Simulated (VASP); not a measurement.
Write the native input for VASP 6.6.1 that does the following.

```yaml
Task: single point
Functional: PBE
Potentials_or_basis: VASP PAW PBE potentials, release 64 (In_d, Ge_d)
Cutoff: 520 eV
k_mesh: 12 × 12 × 16
Occupations: gaussian, width 0.1 eV
Spin: no spin polarisation
Dipole_correction: no
Further_INCAR_settings: ALGO = Fast; EDIFF = 1e-07; NBANDS = 27
```

The structure of In2Ge lies in POSCAR:

```
In2Ge
1.0
    5.2824726272      0.0000000000      0.0000000000
   -2.6412363136      4.5747554900      0.0000000000
    0.0000000000      0.0000000000      3.0976801351
In Ge
2 1
Direct
    0.3333333333      0.6666666667      0.5000000000
    0.6666666667      0.3333333333      0.5000000000
    0.0000000000      0.0000000000      0.0000000000
```

These files were run (other wordings do the same):

INCAR

```
ALGO     = Fast           # electronic algorithm
EDIFF    = 1E-7           # SCF threshold, eV
ENCUT    = 520            # plane-wave cutoff, eV
GGA      = PE             # functional
ISIF     = 2              # what is computed and relaxed
ISMEAR   = 0              # smearing method
LASPH    = T              # aspherical terms in the spheres
LCHARG   = T              # write CHGCAR
LELF     = T              # ELF
LREAL    = F              # projectors in reciprocal space
LVHAR    = T            
LWAVE    = F              # write WAVECAR
NBANDS   = 27             # bands
NELM     = 60             # most SCF steps
PREC     = Accurate       # precision mode
SIGMA    = 0.1            # smearing width, eV
```

KPOINTS

```
k-points
0
Gamma
  12 12 16
```

Potentials or basis: VASP PAW PBE potentials, release 64 (In_d, Ge_d).

Launch:

```bash
$ cat potpaw_PBE.64/In_d/POTCAR potpaw_PBE.64/Ge_d/POTCAR > POTCAR
$ mpirun -np 1 vasp_std > vasp.out
```

It gave:

```
Pressure               : 0.0 GPa
Band gap on the k mesh : zero (bands 20 and 21 overlap by 4.39 eV)
```

Caveat: spin-orbit coupling is left out, which moves the levels of the heavy elements.

It took 3.5 min on 1 thread of Intel(R) Xeon(R) 6975P-C (Granite Rapids), on a shared host, peak memory 0.42 GiB.
